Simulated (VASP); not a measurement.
BN, 4 atoms in the cell. The structure is hexagonal, space group P6_3mc (No. 186). Conventional cell: a = 2.588 Å, b = 2.588 Å, c = 4.282 Å, α = 90.00°, β = 90.00°, γ = 120.00°. N (site symmetry 3m) has 4 B at 1.59 to 1.60 Å within 2.1 Å. B (site symmetry 3m) has 4 N at 1.59 to 1.60 Å within 2.1 Å. 

- Program: VASP 6.6.1
- Task: single point
- Functional: LDA
- Potentials or basis: VASP PAW LDA potentials, release 64 (N, B)
- Cutoff: 520 eV
- k mesh: 12 × 12 × 6
- Occupations: fermi-dirac, width 0.05 eV
- Spin: no spin polarisation
- Dipole correction: no
- Further INCAR settings: ALGO = Normal; EDIFF = 1e-07; NBANDS = 16

Potentials or basis: VASP PAW LDA potentials, release 64 (N, B).

Launch:

```console
$ cat potpaw_LDA.64/N/POTCAR potpaw_LDA.64/B/POTCAR > POTCAR
$ mpirun -np 1 vasp_std > vasp.out
```

Hardware: 1 thread of Intel(R) Xeon(R) 6975P-C (Granite Rapids), with other jobs on the host.

**Question.** Estimate the wall time of this run.

**Answer.** It took 10 s on 1 thread of Intel(R) Xeon(R) 6975P-C (Granite Rapids) (shared host), peak memory 0.13 GiB. Counts: scf iterations 13, k points 76.
